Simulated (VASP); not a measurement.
# Cr: single point with PBE

Cr:

```
CELL_PARAMETERS angstrom
-1.42260 1.42260 1.42260
1.42260 -1.42260 1.42260
1.42260 1.42260 -1.42260
ATOMIC_POSITIONS crystal
Cr 0.00000 0.00000 0.00000
```

```yaml
Program: VASP 6.6.1
Task: single point
Functional: PBE
Potentials_or_basis: VASP PAW PBE potentials, release 64 (Cr_pv)
Cutoff: 520 eV
k_mesh: 19 × 19 × 19
Occupations: fermi-dirac, width 0.08 eV
Spin: collinear spin, ferromagnetic start
Starting_moments: "[2.0] μB"
```

The pressure is 0.4 GPa and the band gap on the k mesh is zero (filled and empty bands overlap). The net moment is 0.00 μB per cell and the valence electrons inside the program's atomic spheres are Cr 11.06.

Levels at points of the mesh, in eV from the Fermi level:
Spin up:
```tsv
k point	band 4	band 5	band 6	band 7	band 8	band 9
(0.00, 0.00, 0.00)	-7.85	-0.90	-0.90	-0.90	1.16	1.16
```
Spin down:
```tsv
k point	band 4	band 5	band 6	band 7	band 8	band 9
(0.00, 0.00, 0.00)	-7.85	-0.90	-0.90	-0.90	1.16	1.16
```

It took 30 s on 1 thread of Intel(R) Xeon(R) 6975P-C (Granite Rapids), on a shared host, peak memory 0.16 GiB.
